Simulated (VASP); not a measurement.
# BaTiO3 (Pm-3m) in VASP: single point with PBE+U

Aim: the single point of BaTiO3 with PBE+U.

All numbers are computed with VASP 6.6.1; they aren't measurements. Logs are shortened: lines on timing, memory, paths and dates and some standing lists are left out, and cuts for length are marked.

## (1) The cell of the first run

Symmetry: Pm-3m, No. 221, cubic system. Conventional cell: a = 3.948 Å, b = 3.948 Å, c = 3.948 Å, α = 90.00°, β = 90.00°, γ = 90.00°. Within 3.7 Å of Ba (site symmetry m-3m) lie 12 O at 2.79 Å and 8 Ti at 3.42 Å. Ti (site symmetry m-3m) has 6 O at 1.97 Å within 2.6 Å. O (site symmetry 4/mmm) has 2 Ti at 1.97 Å within 2.6 Å. Within 2.6 Å of O (site symmetry 4/mmm) lie 2 Ti at 1.97 Å.

## (2) Single point, PBE+U

File INCAR:

```
SYSTEM = BaTiO3
  PREC = Accurate
  ENCUT = 520
  EDIFF = 1E-6
  ISMEAR = -1
  SIGMA = 0.019
  LREAL = .FALSE.
  LASPH = .TRUE.
  NELM = 150
  ALGO = Normal
  ISIF = 2
  LWAVE = .FALSE.
  LCHARG = .FALSE.
  LMAXMIX = 4
  LDAU = .TRUE.
  LDAUTYPE = 2
  LDAUL = -1 2 -1
  LDAUU = 0 3.24 0
  LDAUJ = 0 0 0
  LDAUPRINT = 1
  GGA = PE
  NBANDS = 51
```

File KPOINTS:

```
regular mesh
0
G
  5 7 5
  0 0 0
```

File POSCAR:

```
BaTiO3
1.0
   -3.9477142800      0.0000000000     -3.9477142800
    0.0000000000     -3.9477142800      0.0000000000
   -3.9477142800      0.0000000000      3.9477142800
Ba Ti O
2 2 6
Direct
    0.0000000000      0.0000000000      0.0000000000
    0.5000000000      0.0000000000      0.5000000000
    0.0000000000      0.5000000000      0.5000000000
    0.5000000000      0.5000000000      0.0000000000
    0.7500000000      0.5000000000      0.2500000000
    0.2500000000      0.5000000000      0.7500000000
    0.0000000000      0.0000000000      0.5000000000
    0.5000000000      0.0000000000      0.0000000000
    0.7500000000      0.5000000000      0.7500000000
    0.2500000000      0.5000000000      0.2500000000
```

Potentials or basis: VASP PAW PBE potentials, release 64 (Ba_sv, Ti_sv, O).

Command:

```sh
> cat potpaw_PBE.64/Ba_sv/POTCAR potpaw_PBE.64/Ti_sv/POTCAR potpaw_PBE.64/O/POTCAR > POTCAR
> mpirun -np 1 vasp_std > vasp.out
```

OUTCAR:

```text
SYSTEM = BaTiO3
   PREC = Accurate
   ENCUT = 520
   EDIFF = 1E-6
   ISMEAR = -1
   LREAL = .FALSE.
   LASPH = .TRUE.
   NELM = 150
   ISIF = 2
   GGA = PE

 ion  position               nearest neighbor table
   1  0.000  0.000  0.000-   5 2.79   6 2.79   7 2.79   8 2.79   9 2.79  10 2.79   7 2.79   5 2.79
                             6 2.79   9 2.79  10 2.79   8 2.79   4 3.42   3 3.42   3 3.42   3 3.42
   2  0.500  0.000  0.500-   5 2.79   6 2.79   7 2.79   8 2.79   9 2.79  10 2.79   8 2.79   5 2.79
                             6 2.79   9 2.79  10 2.79   7 2.79   4 3.42   4 3.42   3 3.42   3 3.42
   3  0.000  0.500  0.500-   5 1.97   6 1.97   7 1.97   9 1.97  10 1.97   7 1.97   1 3.42   1 3.42
                             1 3.42   2 3.42   2 3.42   1 3.42   2 3.42   2 3.42
   4  0.500  0.500  0.000-   5 1.97   6 1.97   8 1.97   9 1.97  10 1.97   8 1.97   1 3.42   2 3.42
                             1 3.42   2 3.42   2 3.42   2 3.42   1 3.42   1 3.42
   5  0.750  0.500  0.250-   3 1.97   4 1.97   1 2.79   2 2.79   1 2.79   2 2.79
   6  0.250  0.500  0.750-   3 1.97   4 1.97   1 2.79   2 2.79   1 2.79   2 2.79
   7  0.000  0.000  0.500-   3 1.97   3 1.97   1 2.79   1 2.79   2 2.79   2 2.79
   8  0.500  0.000  0.000-   4 1.97   4 1.97   1 2.79   2 2.79   2 2.79   1 2.79
   9  0.750  0.500  0.750-   3 1.97   4 1.97   1 2.79   2 2.79   1 2.79   2 2.79
  10  0.250  0.500  0.250-   3 1.97   4 1.97   1 2.79   2 2.79   1 2.79   2 2.79

  LATTYP: Found a simple tetragonal cell.
 ALAT       =     5.5829110751
 C/A-ratio  =     0.7071067812

  Lattice vectors:

 A1 = (   3.9477142800,   0.0000000000,   3.9477142800)
 A2 = (  -3.9477142800,   0.0000000000,   3.9477142800)
 A3 = (   0.0000000000,  -3.9477142800,   0.0000000000)

Analysis of symmetry for initial positions (statically):
=====================================================================
 Subroutine PRICEL returns following result:

  LATTYP: Found a simple cubic cell.
 ALAT       =     3.9477142800

  Lattice vectors:

 A1 = (   0.0000000000,   0.0000000000,  -3.9477142800)
 A2 = (   0.0000000000,  -3.9477142800,   0.0000000000)
 A3 = (  -3.9477142800,   0.0000000000,   0.0000000000)

   2 primitive cells build up your supercell.

 Routine SETGRP: Setting up the symmetry group for a
 simple tetragonal supercell.

 Subroutine GETGRP returns: Found 16 space group operations
 (whereof 16 operations were pure point group operations)
 out of a pool of 16 trial point group operations.

The static configuration has the point symmetry D_4h.

Analysis of symmetry for dynamics (positions and initial velocities):
=====================================================================
 Subroutine PRICEL returns following result:

  LATTYP: Found a simple cubic cell.
 ALAT       =     3.9477142800

  Lattice vectors:

 A1 = (   0.0000000000,   0.0000000000,  -3.9477142800)
 A2 = (   0.0000000000,  -3.9477142800,   0.0000000000)
 A3 = (  -3.9477142800,   0.0000000000,   0.0000000000)

   2 primitive cells build up your supercell.

 Routine SETGRP: Setting up the symmetry group for a
 simple tetragonal supercell.

 Subroutine GETGRP returns: Found 16 space group operations
 (whereof 16 operations were pure point group operations)
 out of a pool of 16 trial point group operations.

The dynamic configuration has the point symmetry D_4h.

 Subroutine INISYM returns: Found 16 space group operations
 (whereof 16 operations are pure point group operations),
 and found     2 'primitive' translations

----------------------------------------------------------------------------------------
[... 150 lines left out ...]
 -0.0000  0.0000 -0.0000  0.0000  0.2481

spin component  2

  0.1096 -0.0000 -0.0000 -0.0000 -0.0000
 -0.0000  0.1096 -0.0000 -0.0000  0.0000
 -0.0000 -0.0000  0.2481  0.0000 -0.0000
 -0.0000 -0.0000  0.0000  0.1095  0.0000
 -0.0000  0.0000 -0.0000  0.0000  0.2481

 occupancies and eigenvectors

  o =  0.1095  v =  0.0000 -0.0000  0.0000 -1.0000 -0.0000  0.0000  0.0000  0.0000  0.0000  0.0000      0.0000  0.0000  0.0000  0.0000  0.0000  0.0000  0.0000  0.0000  0.0000  0.0000
  o =  0.1095  v =  0.0000  0.0000  0.0000  0.0000  0.0000  0.0000 -0.0000  0.0000 -1.0000 -0.0000      0.0000  0.0000  0.0000  0.0000  0.0000  0.0000  0.0000  0.0000  0.0000  0.0000
  o =  0.1096  v =  0.0000 -1.0000  0.0000  0.0000  0.0000  0.0000  0.0000  0.0000  0.0000  0.0000      0.0000  0.0000  0.0000  0.0000  0.0000  0.0000  0.0000  0.0000  0.0000  0.0000
  o =  0.1096  v =  0.0000  0.0000  0.0000  0.0000  0.0000  0.0000 -1.0000  0.0000  0.0000  0.0000      0.0000  0.0000  0.0000  0.0000  0.0000  0.0000  0.0000  0.0000  0.0000  0.0000
  o =  0.1096  v =  0.0000  0.0000  0.0000  0.0000  0.0000  1.0000  0.0000  0.0000  0.0000  0.0000      0.0000  0.0000  0.0000  0.0000  0.0000  0.0000  0.0000  0.0000  0.0000  0.0000
  o =  0.1096  v =  1.0000  0.0000  0.0000  0.0000  0.0000  0.0000  0.0000  0.0000  0.0000  0.0000      0.0000  0.0000  0.0000  0.0000  0.0000  0.0000  0.0000  0.0000  0.0000  0.0000
  o =  0.2481  v =  0.0000  0.0000  0.5000  0.0000  0.8660  0.0000  0.0000  0.0000  0.0000  0.0000      0.0000  0.0000  0.0000  0.0000  0.0000  0.0000  0.0000  0.0000  0.0000  0.0000
  o =  0.2481  v =  0.0000  0.0000  0.0000  0.0000  0.0000  0.0000  0.0000  0.5000  0.0000  0.8660      0.0000  0.0000  0.0000  0.0000  0.0000  0.0000  0.0000  0.0000  0.0000  0.0000
  o =  0.2481  v =  0.0000  0.0000  0.0000  0.0000  0.0000  0.0000  0.0000 -0.8660 -0.0000  0.5000      0.0000  0.0000  0.0000  0.0000  0.0000  0.0000  0.0000  0.0000  0.0000  0.0000
  o =  0.2481  v =  0.0000  0.0000 -0.8660 -0.0000  0.5000  0.0000  0.0000  0.0000  0.0000  0.0000      0.0000  0.0000  0.0000  0.0000  0.0000  0.0000  0.0000  0.0000  0.0000  0.0000

atom =   4  type =  2  l = 2

 onsite density matrix

spin component  1

  0.1096  0.0000 -0.0000 -0.0000  0.0000
  0.0000  0.1096 -0.0000 -0.0000  0.0000
 -0.0000 -0.0000  0.2481 -0.0000 -0.0000
 -0.0000 -0.0000 -0.0000  0.1095 -0.0000
  0.0000  0.0000 -0.0000 -0.0000  0.2481

spin component  2

  0.1096  0.0000 -0.0000 -0.0000  0.0000
  0.0000  0.1096 -0.0000 -0.0000  0.0000
 -0.0000 -0.0000  0.2481 -0.0000 -0.0000
 -0.0000 -0.0000 -0.0000  0.1095 -0.0000
  0.0000  0.0000 -0.0000 -0.0000  0.2481

 occupancies and eigenvectors

  o =  0.1095  v =  0.0000 -0.0000  0.0000  1.0000 -0.0000  0.0000  0.0000  0.0000  0.0000  0.0000      0.0000  0.0000  0.0000  0.0000  0.0000  0.0000  0.0000  0.0000  0.0000  0.0000
  o =  0.1095  v =  0.0000  0.0000  0.0000  0.0000  0.0000  0.0000 -0.0000  0.0000  1.0000 -0.0000      0.0000  0.0000  0.0000  0.0000  0.0000  0.0000  0.0000  0.0000  0.0000  0.0000
  o =  0.1096  v =  0.0000  0.0000  0.0000  0.0000  0.0000  1.0000  0.0000  0.0000  0.0000  0.0000      0.0000  0.0000  0.0000  0.0000  0.0000  0.0000  0.0000  0.0000  0.0000  0.0000
  o =  0.1096  v =  1.0000  0.0000  0.0000  0.0000  0.0000  0.0000  0.0000  0.0000  0.0000  0.0000      0.0000  0.0000  0.0000  0.0000  0.0000  0.0000  0.0000  0.0000  0.0000  0.0000
  o =  0.1096  v =  0.0000 -1.0000  0.0000 -0.0000  0.0000  0.0000  0.0000  0.0000  0.0000  0.0000      0.0000  0.0000  0.0000  0.0000  0.0000  0.0000  0.0000  0.0000  0.0000  0.0000
  o =  0.1096  v =  0.0000  0.0000  0.0000  0.0000  0.0000  0.0000 -1.0000  0.0000 -0.0000  0.0000      0.0000  0.0000  0.0000  0.0000  0.0000  0.0000  0.0000  0.0000  0.0000  0.0000
  o =  0.2481  v =  0.0000  0.0000  0.5000  0.0000  0.8660  0.0000  0.0000  0.0000  0.0000  0.0000      0.0000  0.0000  0.0000  0.0000  0.0000  0.0000  0.0000  0.0000  0.0000  0.0000
  o =  0.2481  v =  0.0000  0.0000  0.0000  0.0000  0.0000  0.0000  0.0000  0.5000  0.0000  0.8660      0.0000  0.0000  0.0000  0.0000  0.0000  0.0000  0.0000  0.0000  0.0000  0.0000
  o =  0.2481  v =  0.0000  0.0000  0.0000  0.0000  0.0000  0.0000  0.0000  0.8660 -0.0000 -0.5000      0.0000  0.0000  0.0000  0.0000  0.0000  0.0000  0.0000  0.0000  0.0000  0.0000
  o =  0.2481  v =  0.0000  0.0000  0.8660 -0.0000 -0.5000  0.0000  0.0000  0.0000  0.0000  0.0000      0.0000  0.0000  0.0000  0.0000  0.0000  0.0000  0.0000  0.0000  0.0000  0.0000

 number of electron      79.9999960 magnetization

 Free energy of the ion-electron system (eV)
  ---------------------------------------------------
  ext. energy  EPLUGINS =         0.00000000
  ---------------------------------------------------
  free energy    TOTEN  =       -75.21911888 eV

  energy without entropy =      -75.21911888  energy(sigma->0) =      -75.21911888

 E-fermi :   4.6407     XC(G=0): -11.4850

 val. band max:        4.2669390664   @ k =   0.0000   0.4286   0.0000
 cond. band min:       6.4844050399   @ k =   0.0000   0.0000   0.0000
 fundamental gap:      2.2174659735
 Fermi energy:         4.6407284016

 k-point     1 :       0.0000    0.0000    0.0000
  band No.  band energies     occupation
      1     -53.0513      2.00000
      2     -53.0489      2.00000
      3     -29.2992      2.00000
      4     -29.2992      2.00000
      5     -29.2459      2.00000
      6     -29.2459      2.00000
[... 1285 lines left out ...]
     50      12.2775      0.00000
     51      12.3746      0.00000

------------------------ aborting loop because EDIFF is reached ----------------------------------------

  FORCE on cell =-STRESS in cart. coord.  units (eV):
  Direction    XX          YY          ZZ          XY          YZ          ZX
  --------------------------------------------------------------------------------------
  -------------------------------------------------------------------------------------
  Total       11.4626521     11.4613833     11.4626521      0.0000000     -0.0000000      0.0000000
  in kB      149.2548874    149.2383662    149.2548874      0.0000000     -0.0000000      0.0000000
  external PRESSURE =     149.2493804 kB  Pullay stress =       0.0000000 kB

 VOLUME and BASIS-vectors are now :
 -----------------------------------------------------------------------------
  energy-cutoff  :      520.00
  volume of cell :      123.05
      direct lattice vectors                 reciprocal lattice vectors
    -3.947714280  0.000000000 -3.947714280    -0.126655569  0.000000000 -0.126655569
     0.000000000 -3.947714280  0.000000000     0.000000000 -0.253311139  0.000000000
    -3.947714280  0.000000000  3.947714280    -0.126655569  0.000000000  0.126655569

 POSITION                                       TOTAL-FORCE (eV/Angst)
 -----------------------------------------------------------------------------------
      0.00000      0.00000      0.00000         0.000000      0.000000     -0.000000
     -3.94771      0.00000      0.00000         0.000000      0.000000     -0.000000
     -1.97386     -1.97386      1.97386        -0.000000      0.000000      0.000000
     -1.97386     -1.97386     -1.97386        -0.000000      0.000000      0.000000
     -3.94771     -1.97386     -1.97386        -0.000000     -0.000000     -0.000000
     -3.94771     -1.97386      1.97386         0.000000     -0.000000     -0.000000
     -1.97386      0.00000      1.97386        -0.000000      0.000000      0.000000
     -1.97386      0.00000     -1.97386         0.000000      0.000000     -0.000000
     -5.92157     -1.97386      0.00000         0.000000     -0.000000     -0.000000
     -1.97386     -1.97386      0.00000         0.000000      0.000000      0.000000
 -----------------------------------------------------------------------------------
    total drift:                                0.000000     -0.000000     -0.000000

  FREE ENERGIE OF THE ION-ELECTRON SYSTEM (eV)
  ---------------------------------------------------
  free  energy   TOTEN  =       -75.2191188793 eV

  energy  without entropy=      -75.2191188793  energy(sigma->0) =      -75.21911888
```

Run time: 1.9 min. Hardware: 1 thread of AMD EPYC 9R45 (Zen 5), shared host; peak memory 0.26 GiB.

What came out:

| Item | Value |
| --- | --- |
| Free energy | -75.2191 eV |
| Pressure | 14.9 GPa |
| Band gap on the k mesh | 2.22 eV |

Levels at points of the mesh, in eV from the valence-band top:
```csv
k point,band 38,band 39,band 40,band 41,band 42,band 43
"(0.00, 0.00, 0.00)",-0.13,-0.13,-0.09,2.22,2.22,2.22
```

Eigenvalues of the final occupation matrices:
```csv
site,spin,trace,eigenvalues
site 3 d,1,0.82,0.11 0.11 0.11 0.25 0.25
site 3 d,2,0.82,0.11 0.11 0.11 0.25 0.25
site 4 d,1,0.82,0.11 0.11 0.11 0.25 0.25
site 4 d,2,0.82,0.11 0.11 0.11 0.25 0.25
```

Caveat: the cell stands under pressure; spin-orbit coupling is left out, which moves the levels of the heavy elements; an odd mesh through Γ misses points on the zone boundary, where band edges can lie.
